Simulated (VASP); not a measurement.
A run of VASP 6.6.1:

File INCAR:

```
PREC = Accurate
ENCUT = 520
EDIFF = 1E-6
ISMEAR = -1
SIGMA = 0.1
LREAL = F
LASPH = T
NELM = 100
ALGO = Normal
ISIF = 2
LWAVE = F
LCHARG = F
GGA = PS
NBANDS = 12
```

Contents of KPOINTS:

```
regular mesh
0
Gamma
  10 10 10
```

POSCAR

```
Cu
1.0
    2.3590124543      0.0000000000      0.0000000000
    0.0000000000      2.3590124543      0.0000000000
    0.0000000000      0.0000000000      2.3590124543
Cu
1
Direct
    0.0000000000      0.0000000000      0.0000000000
```

Potentials or basis: VASP PAW PBE potentials, release 64 (Cu).

Command:

```console
$ cat potpaw_PBE.64/Cu/POTCAR > POTCAR
$ mpirun -np 1 vasp_std > vasp.out
```

Hardware: 1 thread of Intel Xeon 8259CL, on a shared host.

Task: How long does it take, and how much memory?

Result: Run time: 13 s on 1 thread of Intel Xeon 8259CL, with other jobs on the host, peak memory 0.12 GiB. Counts: scf iterations 12, k points 56.
